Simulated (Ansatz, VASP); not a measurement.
SnO: VASP beside Ansatz

The input INCAR:

```
SYSTEM = SnO
ALGO = Normal
EDIFF = 1E-7
ENCUT = 520
GGA = VW
ISIF = 2
ISMEAR = -1
LASPH = .TRUE.
LCHARG = .FALSE.
LREAL = .FALSE.
LWAVE = .FALSE.
NBANDS = 28
NELM = 80
PREC = Accurate
SIGMA = 0.05
```

The input KPOINTS:

```
k-points
0
G
  7 7 6
  0 0 0
```

POSCAR

```
SnO
1.0
    3.8389522158      0.0000000000      0.0000000000
    0.0000000000      3.8389522158      0.0000000000
    0.0000000000      0.0000000000      4.9192779074
Sn O
2 2
Direct
    0.5000000000      0.0000000000      0.7646261400
    0.0000000000      0.5000000000      0.2353738600
    0.0000000000      0.0000000000      0.0000000000
    0.5000000000      0.5000000000      0.0000000000
```

Contents of input.yaml:

```yaml
crystal:
  lattice:
    - [3.8389522158, 0.0, 0.0]
    - [0.0, 3.8389522158, 0.0]
    - [0.0, 0.0, 4.9192779074]
  atoms:
    - { symbol: Sn, position: [0.5, 0.0, 0.76462614] }
    - { symbol: Sn, position: [0.0, 0.5, 0.23537386] }
    - { symbol: O, position: [0.0, 0.0, 0.0] }
    - { symbol: O, position: [0.5, 0.5, 0.0] }
hamiltonian:
  xc: { exchange: slater, correlation: vwn5 }
  pseudopotentials: { kind: paw }
kpoints:
  mp_grid: { grid: [7, 7, 6] }
scf:
  occupations: { method: fermi_dirac, width: 0.05 }
output:
  forces: true
  stress: true
  eigenvalues: true
```

Alike in both runs: task single point; functional SVWN5; k mesh 7 × 7 × 6; occupations fermi-dirac, width 0.05 eV; no spin polarisation.

|  | VASP | Ansatz |
| --- | --- | --- |
| version | VASP 6.6.1 | Ansatz 0.2.0 |
| potentials or method | VASP PAW PBE potentials, release 64 (Sn_d, O) | Ansatz PAW |
| plane-wave cutoff (eV) | 520 | 420 |
| valence electrons in the cell | 40 | 40 |

VASP gave:

```
gap on the k mesh at the Fermi level (eV)                     : 0.53
least direct gap on the mesh (eV)                             : 1.98
pressure (GPa)                                                : -4.8
traceless stress, the component that is largest in VASP (GPa) : 0.64
rms of the force components (eV/Å)                            : 0.170
```

Question: What did Ansatz give for the same quantities?

Answer: gap on the k mesh at the Fermi level (eV): 0.52; least direct gap on the mesh (eV): 2.01; pressure (GPa): -5.0; traceless stress, the component that is largest in VASP (GPa): 0.62; rms of the force components (eV/Å): 0.204.

VASP's potentials were made for PBE, not for SVWN5. Atom by atom the forces differ by 0.034 eV/Å (rms over components).

Noted on Ansatz's run: odd divisions of the mesh miss points on the zone boundary, where band edges often lie, so the gap on the mesh can be too wide.
